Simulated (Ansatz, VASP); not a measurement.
# Two plane-wave programs on MgO2

File POSCAR:

```
MgO2
1.0
    1.6849990668      0.9728346648      3.5813283468
   -1.6849990668      0.9728346648      3.5813283468
    0.0000000000     -1.9456693296      3.5813283468
Mg O
1 2
Direct
    0.0000000000      0.0000000000      0.0000000000
    0.4287860000      0.4287860000      0.4287860000
    0.5712140000      0.5712140000      0.5712140000
```

File INCAR.step1:

```
PREC = Accurate
ENCUT = 520
ISMEAR = 0
SIGMA = 0.05
LREAL = False
LASPH = True
NELM = 60
NBANDS = 14
GGA = PE
ALGO = Normal
EDIFF = 1E-4
LWAVE = True
LCHARG = False
```

The input INCAR.step2:

```
PREC = Accurate
ENCUT = 520
EDIFF = 1E-7
ISMEAR = 0
SIGMA = 0.05
LREAL = False
LASPH = True
NELM = 60
ALGO = Normal
ISIF = 2
LWAVE = False
LCHARG = False
METAGGA = R2SCAN
LMIXTAU = True
NBANDS = 14
ISTART = 1
```

The input KPOINTS:

```
regular mesh
0
Gamma
  12 12 12
```

Input for Ansatz:

```yaml
crystal:
  lattice:
    - [1.6849990668, 0.9728346648, 3.5813283468]
    - [-1.6849990668, 0.9728346648, 3.5813283468]
    - [0.0, -1.9456693296, 3.5813283468]
  atoms:
    - { symbol: Mg, position: [0.0, 0.0, 0.0] }
    - { symbol: O, position: [0.428786, 0.428786, 0.428786] }
    - { symbol: O, position: [0.571214, 0.571214, 0.571214] }
basis:
  ecutwfc: 500
kpoints:
  mp_grid: { grid: [12, 12, 12] }
hamiltonian:
  xc: r2scan
scf:
  occupations: { method: gaussian, width: 0.05 }
output:
  forces: true
  stress: true
  eigenvalues: true
```

Change from the starting cell: strain +0.050 along x and y, +0.025 along z, atoms carried along.

Alike in both runs: task single point; functional r2SCAN; k mesh 12 × 12 × 12; occupations gaussian, width 0.05 eV; no spin polarisation.

```csv
,VASP,Ansatz
version,VASP 6.6.1,Ansatz 0.2.0
potentials or method,"VASP PAW PBE potentials, release 64 (Mg, O), cutoff 520 eV","scalar-relativistic, plane waves, PAW"
valence electrons in the cell,14,22
```

VASP gave:

```
gap on the k mesh at the Fermi level (eV)                     : 2.53
least direct gap on the mesh (eV)                             : 2.53
pressure (GPa)                                                : -16.4
traceless stress, the component that is largest in VASP (GPa) : 0.06
rms of the force components (eV/Å)                            : 0.048
```

**Question.** What did Ansatz give for the same quantities?

**Answer.** gap on the k mesh at the Fermi level (eV): 2.56; least direct gap on the mesh (eV): 2.56; pressure (GPa): -16.0; traceless stress, the component that is largest in VASP (GPa): -1.04; rms of the force components (eV/Å): 0.149.

VASP's potentials were made for PBE, not for r2SCAN. Atom by atom the forces differ by 0.101 eV/Å (rms over components). VASP's potentials hold 14 valence electrons a cell and Ansatz's 22, so a difference there can come from the potentials and not from the codes.
